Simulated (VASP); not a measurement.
Set up this calculation in VASP 6.6.1, as the native input.

- Task: relaxation of shape and atoms at fixed volume
- Functional: PBE
- Potentials or basis: VASP PAW PBE potentials, release 64 (Ni, Sb)
- Cutoff: 600 eV
- k mesh: 12 × 12 × 8
- Occupations: gaussian, width 0.1 eV
- Spin: no spin polarisation
- Dipole correction: no
- Further INCAR settings: ALGO = Normal; EDIFF = 1e-07; IBRION = 2; EDIFFG = -0.01; NSW = 50; ISIF = 4

The structure of NiSb lies in POSCAR:

```
NiSb
1.0
    3.8945030066      0.0000000000      0.0000000000
   -1.9472515033      3.3727385388      0.0000000000
    0.0000000000      0.0000000000      5.0515775703
Ni Sb
2 2
Direct
    0.0000000000      0.0000000000      0.0000000000
    0.0000000000      0.0000000000      0.5000000000
    0.3333333333      0.6666666667      0.2500000000
    0.6666666667      0.3333333333      0.7500000000
```

These files were run (other wordings do the same):

INCAR

```
SYSTEM = NiSb
PREC = Accurate
ENCUT = 600
EDIFF = 1E-7
ISMEAR = 0
SIGMA = 0.1
LREAL = .False.
LASPH = .True.
NELM = 60
ALGO = Normal
ISIF = 4
LWAVE = .False.
LCHARG = .False.
GGA = PE
IBRION = 2
NSW = 50
EDIFFG = -0.01
```

KPOINTS

```
Automatic mesh
0
Gamma
  12 12 8
  0 0 0
```

Potentials or basis: VASP PAW PBE potentials, release 64 (Ni, Sb).

Launch:

```console
$ cat potpaw_PBE.64/Ni/POTCAR potpaw_PBE.64/Sb/POTCAR > POTCAR
$ mpirun -np 1 vasp_std > vasp.out
```

It gave:

```
Pressure after relaxing : 7.9 GPa
Band gap on the k mesh  : zero (bands 15 and 16 overlap by 3.50 eV)
```

Caveat: spin-orbit coupling is left out, which moves the levels of the heavy elements.

Wall time 3.2 min on 1 thread of AMD EPYC 7R43 64-Core Processor (Zen 3) (shared host), peak memory 0.26 GiB.
